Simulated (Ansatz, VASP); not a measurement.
**NaAgPtC6N6 in VASP and in Ansatz**

```
Na Ag Pt C N
1.0
    -0.30888    5.28806    6.35670
     5.43858    0.15321    5.90268
     5.58045    4.97470    0.00479
Na Ag Pt C N
1 1 1 6 6
Direct
  0.05546 0.25862 0.24420
  0.92093 0.93919 0.11822
  0.52614 0.49582 0.49110
  0.75885 0.10574 0.34188
  0.80260 0.21017 0.83514
  0.80585 0.71774 0.19324
  0.27119 0.94897 0.51870
  0.21578 0.75095 0.18989
  0.23657 0.33273 0.87699
  0.67430 0.23803 0.41349
  0.70296 0.33703 0.70289
  0.71494 0.61713 0.27683
  0.37569 0.76642 0.54398
  0.34769 0.64794 0.28292
  0.34103 0.38352 0.72053
```

Change from the starting cell: cell x1, atoms moved at random (sigma 0.1 Å) and cell strained at random (1.5 %), then relaxed without symmetry.

Alike in both runs: functional PBE; k mesh 2 × 2 × 2; occupations gaussian, width 0.1 eV; no spin polarisation.

Ansatz relaxed the structure, and its values are those at the end. VASP's run is a single point on that final structure, the one shown.

```csv
,VASP,Ansatz
version,VASP 6.6.1,Ansatz 0.2.0
potentials or method,"VASP PAW PBE potentials, release 64 (Na_sv, Ag_sv_GW, Pt_sv_GW, C, N), cutoff 1130 eV","scalar-relativistic, plane waves, PAW"
valence electrons in the cell,100,100
```

Ansatz gave:

- gap on the k mesh at the Fermi level (eV): 2.04
- least direct gap on the mesh (eV): 2.12
- pressure (GPa): 0.1
- rms of the force components (eV/Å): 0.006

Estimate VASP's values.

gap on the k mesh at the Fermi level (eV): 2.04; least direct gap on the mesh (eV): 2.11; pressure (GPa): 0.4; rms of the force components (eV/Å): 0.183.

One of these differences is far larger than is usual between the two programs; its cause wasn't traced.

The k mesh is coarse, so the values compare programs but aren't converged. Spin-orbit coupling is off throughout. Noted on VASP's run: the standard files for N, O and F lose accuracy on very short bonds.
